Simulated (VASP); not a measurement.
# HoAuCl4 (P4/mmm) in VASP: relaxation of cell and atoms with PBE

Aim: the relaxation of cell and atoms of HoAuCl4 with PBE.

Everything below comes from runs of VASP 6.6.1. Logs are shortened: lines on timing, memory, paths and dates and some standing lists are left out, and cuts for length are marked.

## Step 1: The cell of the first run

Symmetry: P4/mmm, No. 123, tetragonal system. Conventional cell: a = 5.140 Å, b = 5.140 Å, c = 8.551 Å, α = 90.00°, β = 90.00°, γ = 90.00°. Ho (site symmetry 4/mmm) has 6 Cl at 2.57 to 2.62 Å within 3.4 Å. Within 5.2 Å of Au (site symmetry 4/mmm) lie 16 Cl at 3.99 to 4.99 Å and 4 Au at 5.14 Å. Within 3.4 Å of Cl (site symmetry mmm) lie 2 Ho at 2.57 Å. Cl (site symmetry 4mm) has 1 Ho at 2.62 Å and 1 Cl at 3.30 Å within 3.5 Å.

The cell was generated, and may not be a known phase.

## Step 2: Relaxation of cell and atoms, PBE

Input file INCAR:

```
SYSTEM = HoAuCl4
PREC     = Accurate       ! precision mode
ENCUT    = 500            ! plane-wave cutoff, eV
EDIFF    = 1E-7           ! SCF threshold, eV
ISMEAR   = 0              ! smearing method
SIGMA    = 0.01           ! smearing width, eV
LREAL    = .FALSE.        ! projectors in reciprocal space
LASPH    = .TRUE.         ! aspherical terms in the spheres
NELM     = 200            ! most SCF steps
ALGO     = Normal         ! electronic algorithm
ISIF     = 3              ! what is computed and relaxed
LWAVE    = .FALSE.        ! write WAVECAR
LCHARG   = .FALSE.        ! write CHGCAR
GGA      = PE             ! functional
IBRION   = 2              ! ionic algorithm
NSW      = 100            ! ionic steps
EDIFFG   = -0.01          ! ionic threshold
GGA_COMPAT= .FALSE.      
NELMIN   = 4            
LMAXMIX  = 6              ! l up to which the mixer works
```

Input file KPOINTS:

```
Automatic mesh
0
G
  8 8 4
  0 0 0
```

Input file POSCAR:

```
HoAuCl4
1.0
    5.1401090329      0.0000000000      0.0000000000
    0.0000000000      5.1401090329      0.0000000000
    0.0000000000      0.0000000000      8.5512953089
Ho Au Cl
1 1 4
Direct
    0.0000000000      0.0000000000      0.0000000000
    0.5000000000      0.5000000000      0.5000000000
    0.5000000000      0.0000000000      0.0000000000
    0.0000000000      0.5000000000      0.0000000000
    0.0000000000      0.0000000000      0.3069565596
    0.0000000000      0.0000000000      0.6930434404
```

Potentials or basis: VASP PAW PBE potentials, release 64 (Ho_3, Au, Cl), 4f in core.

Run with:

```bash
> cat potpaw_PBE.64/Ho_3/POTCAR potpaw_PBE.64/Au/POTCAR potpaw_PBE.64/Cl/POTCAR > POTCAR
> mpirun -np 1 vasp_std > vasp.out
```

OUTCAR:

```text
SYSTEM = HoAuCl4
   PREC = Accurate
   ENCUT = 500
   EDIFF = 1E-7
   ISMEAR = 0
   LREAL = .FALSE.
   LASPH = .TRUE.
   NELM = 200
   ISIF = 3
   GGA = PE
   IBRION = 2
   NSW = 100
   EDIFFG = -0.01
   NELMIN = 4

 ion  position               nearest neighbor table
   1  0.000  0.000  0.000-   3 2.57   4 2.57   4 2.57   3 2.57   5 2.62   6 2.62
   2  0.500  0.500  0.500-
   3  0.500  0.000  0.000-   1 2.57   1 2.57
   4  0.000  0.500  0.000-   1 2.57   1 2.57
   5  0.000  0.000  0.307-   1 2.62
   6  0.000  0.000  0.693-   1 2.62

  LATTYP: Found a simple tetragonal cell.
 ALAT       =     5.1401090329
 C/A-ratio  =     1.6636408399

  Lattice vectors:

 A1 = (   5.1401090329,   0.0000000000,   0.0000000000)
 A2 = (   0.0000000000,   5.1401090329,   0.0000000000)
 A3 = (   0.0000000000,   0.0000000000,   8.5512953089)

Analysis of symmetry for initial positions (statically):
=====================================================================
 Subroutine PRICEL returns:
 Original cell was already a primitive cell.

 Routine SETGRP: Setting up the symmetry group for a
 simple tetragonal supercell.

 Subroutine GETGRP returns: Found 16 space group operations
 (whereof 16 operations were pure point group operations)
 out of a pool of 16 trial point group operations.

The static configuration has the point symmetry D_4h.

Analysis of symmetry for dynamics (positions and initial velocities):
=====================================================================
 Subroutine PRICEL returns:
 Original cell was already a primitive cell.

 Routine SETGRP: Setting up the symmetry group for a
 simple tetragonal supercell.

 Subroutine GETGRP returns: Found 16 space group operations
 (whereof 16 operations were pure point group operations)
 out of a pool of 16 trial point group operations.

The dynamic configuration has the point symmetry D_4h.

 Subroutine INISYM returns: Found 16 space group operations
 (whereof 16 operations are pure point group operations),
 and found     1 'primitive' translations

----------------------------------------------------------------------------------------

                                     Primitive cell

  volume of cell :     225.9314

  direct lattice vectors                    reciprocal lattice vectors
     5.140109033  0.000000000  0.000000000     0.194548402  0.000000000  0.000000000
     0.000000000  5.140109033  0.000000000     0.000000000  0.194548402  0.000000000
     0.000000000  0.000000000  8.551295309     0.000000000  0.000000000  0.116941348

  length of vectors
     5.140109033  5.140109033  8.551295309     0.194548402  0.194548402  0.116941348

  position of ions in fractional coordinates (direct lattice)
     0.000000000  0.000000000  0.000000000
     0.500000000  0.500000000  0.500000000
     0.500000000  0.000000000  0.000000000
     0.000000000  0.500000000  0.000000000
     0.000000000  0.000000000  0.306956560
     0.000000000  0.000000000  0.693043440

  ion indices of the primitive-cell ions
   primitive index   ion index
                 1           1
                 2           2
                 3           3
                 4           4
                 5           5
                 6           6

----------------------------------------------------------------------------------------

 KPOINTS: Automatic mesh

Automatic generation of k-mesh.
 Grid dimensions read from file:
 generate k-points for:    8    8    4

[... 66 lines left out ...]
   NSW    =    100    number of steps for IOM
   IBRION =      2    ionic relax: 0-MD 1-quasi-New 2-CG
   NFREE  =      1    steps in history (QN), initial steepest desc. (CG)
   ISIF   =      3    stress and relaxation
   ISYM   =      2    0-nonsym 1-usesym 2-fastsym
   POTIM  = 0.5000    time-step for ionic-motion
   TEBEG  =    0.0;   TEEND  =   0.0 temperature during run
   PSTRESS=    0.0 pullay stress
   NELECT =      48.0000    total number of electrons
   NUPDOWN=      -1.0000    fix difference up-down
   EMIN   =  10.00;   EMAX   =-10.00  energy-range for DOS
   EFERMI =   0.00;   METHOD = LEGACY
   ISMEAR =     0;   SIGMA  =   0.01  broadening in eV -4-tet -1-fermi 0-gaus
   EFERMI_NEDOS =   21; number of points for ismear=-14 and -15
   IALGO  =     38    algorithm
   IMIX   =      4    mixing-type and parameters
     AMIX     =   0.40;   BMIX     =  1.00
     AMIX_MAG =   1.60;   BMIX_MAG =  1.00
  volume/ion in A,a.u.               =      37.66       254.11
  Fermi-wavevector in a.u.,A,eV,Ry     =   0.976854  1.845987 12.983278  0.954244
  Thomas-Fermi vector in A             =   2.107506
   LORBIT       =      0    0 simple, 1 ext, 2 COOP (PROOUT), +10 PAW based schemes
   GGA     = PE    functional components
   LHFCALC =     F    Hartree Fock is set to
   AEXX    =    0.0000 exact exchange contribution
   IVDW    =     0    specifies the selected vdW correction
   LEPSILON=     F    determine dielectric tensor
   LRPA    =     F    only Hartree local field effects (RPA)
 conjugate gradient relaxation of ions
 non-spin polarized calculation
 Gauss-broadening in eV      SIGMA  =   0.01
  energy-cutoff  :      500.00
  volume of cell :      225.93
 maximum number of plane-waves:      5788
 NGX is ok and might be reduce to    40
   NGX = 19   NGY = 19   NGZ = 31

--------------------------------------- Ionic step        1  -------------------------------------------

 number of electron      48.0000004 magnetization

 Free energy of the ion-electron system (eV)
  ---------------------------------------------------
  ext. energy  EPLUGINS =         0.00000000
  ---------------------------------------------------
  free energy    TOTEN  =       -21.13573045 eV

  energy without entropy =      -21.13573045  energy(sigma->0) =      -21.13573045

------------------------ aborting loop because EDIFF is reached ----------------------------------------

  FORCE on cell =-STRESS in cart. coord.  units (eV):
  Direction    XX          YY          ZZ          XY          YZ          ZX
  --------------------------------------------------------------------------------------
  -------------------------------------------------------------------------------------
  Total        0.0354917      0.0354917      0.0605322      0.0000000      0.0000000      0.0000000
  in kB        0.2516870      0.2516870      0.4292604      0.0000000      0.0000000      0.0000000
  external PRESSURE =       0.3108781 kB  Pullay stress =       0.0000000 kB

 VOLUME and BASIS-vectors are now :
 -----------------------------------------------------------------------------
  energy-cutoff  :      500.00
  volume of cell :      225.93
      direct lattice vectors                 reciprocal lattice vectors
     5.140109033  0.000000000  0.000000000     0.194548402  0.000000000  0.000000000
     0.000000000  5.140109033  0.000000000     0.000000000  0.194548402  0.000000000
     0.000000000  0.000000000  8.551295309     0.000000000  0.000000000  0.116941348

 POSITION                                       TOTAL-FORCE (eV/Angst)
 -----------------------------------------------------------------------------------
      0.00000      0.00000      0.00000         0.000000      0.000000     -0.000000
      2.57005      2.57005      4.27565         0.000000      0.000000     -0.000000
      2.57005      0.00000      0.00000         0.000000      0.000000     -0.000000
      0.00000      2.57005      0.00000         0.000000      0.000000     -0.000000
      0.00000      0.00000      2.62488         0.000000      0.000000      0.005992
      0.00000      0.00000      5.92642         0.000000      0.000000     -0.005992
 -----------------------------------------------------------------------------------
    total drift:                               -0.000000      0.000000     -0.000000

  FREE ENERGIE OF THE ION-ELECTRON SYSTEM (eV)
  ---------------------------------------------------
  free  energy   TOTEN  =       -21.1357304513 eV

  energy  without entropy=      -21.1357304513  energy(sigma->0) =      -21.13573045

--------------------------------------- Ionic step        2  -------------------------------------------

 number of electron      48.0000004 magnetization

 Free energy of the ion-electron system (eV)
  ---------------------------------------------------
  ext. energy  EPLUGINS =         0.00000000
  ---------------------------------------------------
  free energy    TOTEN  =       -21.13575464 eV

  energy without entropy =      -21.13575464  energy(sigma->0) =      -21.13575464

 E-fermi :  -1.6409     XC(G=0):  -7.0879

 val. band max:       -1.7048108900   @ k =   0.1250   0.1250   0.0000
 cond. band min:      -1.5799420479   @ k =   0.0000   0.0000   0.0000
 fundamental gap:      0.1248688422
 Fermi energy:        -1.6408748284

 k-point     1 :       0.0000    0.0000    0.0000
  band No.  band energies     occupation
      1     -23.9029      2.00000
      2     -23.9029      2.00000
      3     -23.7669      2.00000
      4     -15.3369      2.00000
      5     -15.0181      2.00000
      6     -14.3795      2.00000
[... 733 lines left out ...]
     27       3.8097      0.00000
     28       4.0288      0.00000

 [... further k-points ...]
[... 5 lines left out ...]
  --------------------------------------------------------------------------------------
  -------------------------------------------------------------------------------------
  Total       -0.0018008     -0.0018008     -0.0032503      0.0000000      0.0000000      0.0000000
  in kB       -0.0127570     -0.0127570     -0.0230249      0.0000000      0.0000000      0.0000000
  external PRESSURE =      -0.0161797 kB  Pullay stress =       0.0000000 kB

 VOLUME and BASIS-vectors are now :
 -----------------------------------------------------------------------------
  energy-cutoff  :      500.00
  volume of cell :      226.17
      direct lattice vectors                 reciprocal lattice vectors
     5.141575861  0.000000000  0.000000000     0.194492900  0.000000000  0.000000000
     0.000000000  5.141575861 -0.000000000     0.000000000  0.194492900 -0.000000000
     0.000000000  0.000000000  8.555457276     0.000000000  0.000000000  0.116884460

 POSITION                                       TOTAL-FORCE (eV/Angst)
 -----------------------------------------------------------------------------------
      0.00000      0.00000      8.55546         0.000000      0.000000     -0.000000
      2.57079      2.57079      4.27773         0.000000      0.000000     -0.000000
      2.57079      0.00000      8.55546         0.000000      0.000000     -0.000000
      0.00000      2.57079      8.55546         0.000000      0.000000     -0.000000
      0.00000      0.00000      2.62644        -0.000000     -0.000000     -0.004685
      0.00000      0.00000      5.92901         0.000000      0.000000      0.004685
 -----------------------------------------------------------------------------------
    total drift:                               -0.000000      0.000000      0.000000

  FREE ENERGIE OF THE ION-ELECTRON SYSTEM (eV)
  ---------------------------------------------------
  free  energy   TOTEN  =       -21.1357546386 eV

  energy  without entropy=      -21.1357546386  energy(sigma->0) =      -21.13575464

 reached required accuracy - stopping structural energy minimisation
```

It took 4.2 min on 1 thread of Intel Xeon 6975P-C (Granite Rapids), shared host; peak memory 0.51 GiB.

Results:

| Quantity | Value |
| --- | --- |
| Free energy | -21.1358 eV |
| Relaxed volume | 37.70 Å³/atom |
| Relaxed cell | a = 5.142 Å, b = 5.142 Å, c = 8.555 Å, α = 90.00°, β = 90.00°, γ = 90.00° |
| Space group after relaxing (to 0.1 Å) | P4/mmm (No. 123) |
| Energy gained by relaxing | 0.0 meV/atom |
| Ionic steps | 2 |
| Pressure after relaxing | 0.0 GPa |
| Largest force after relaxing | 0.005 eV/Å |
| Band gap on the k mesh | 0.12 eV (least direct gap 0.13 eV) |

Forces on the atoms (eV/Å):
```
Ho   0.000  0.000  0.000
Au   0.000  0.000  0.000
Cl   0.000  0.000  0.000
Cl   0.000  0.000  0.000
Cl   0.000  0.000 -0.005
Cl   0.000  0.000  0.005
```

Final structure:
```
Ho Au Cl
1.0
     5.14158    0.00000    0.00000
     0.00000    5.14158    0.00000
     0.00000    0.00000    8.55546
Ho Au Cl
1 1 4
Direct
  0.00000 0.00000 0.00000
  0.50000 0.50000 0.50000
  0.50000 0.00000 0.00000
  0.00000 0.50000 0.00000
  0.00000 0.00000 0.30699
  0.00000 0.00000 0.69301
```

Caveat: spin-orbit coupling is left out, which moves the levels of the heavy elements; the 4f electrons are frozen in the core, so they carry no moment and show no levels.
